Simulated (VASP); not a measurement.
The system is FeO (Wuestite).

```
CELL_PARAMETERS angstrom
1.52888 0.88270 2.53626
-1.52888 0.88270 2.53626
0.00000 -1.76540 2.53626
ATOMIC_POSITIONS crystal
Fe 0.00000 0.00000 0.00000
O 0.50000 0.50000 0.50000
```

Base run:

| Item | Value |
| --- | --- |
| Program | VASP 6.6.1 |
| Functional | LDA |
| Potentials or basis | VASP PAW LDA potentials, release 64 (Fe_sv, O) |
| Cutoff | 600 eV |
| k mesh | 9 × 9 × 9 |
| Occupations | fermi-dirac, width 0.05 eV |
| Spin | collinear spin, ferromagnetic start |
| Starting moments | [3.0, 0.0] μB |

Its results: band gap on the k mesh zero (filled and empty bands overlap); pressure -21.3 GPa; net moment 4.00 μB per cell; site moments Fe +3.43; O +0.31 μB.

**Question.** The run is repeated on the same cell with these changes: potentials or basis from VASP PAW LDA potentials, release 64 (Fe_sv, O) to VASP PAW LDA potentials, release 64 (Fe, O); cutoff from 600 eV to 520 eV; further incar settings from ALGO = Normal; EDIFF = 1e-06; NBANDS = 22 to ALGO = Normal; EDIFF = 1e-06; NBANDS = 18; valence electrons from 22 to 14. What comes out?

**Answer.** Band gap on the k mesh zero (filled and empty bands overlap); pressure -19.2 GPa; net moment 4.00 μB per cell; site moments Fe +3.58; O +0.31 μB.

Caveats: a cell with one magnetic atom can't hold antiferromagnetic order, which such compounds often take; semilocal functionals often make such compounds metallic where correlation or magnetic order opens a gap, which also shifts bond lengths.
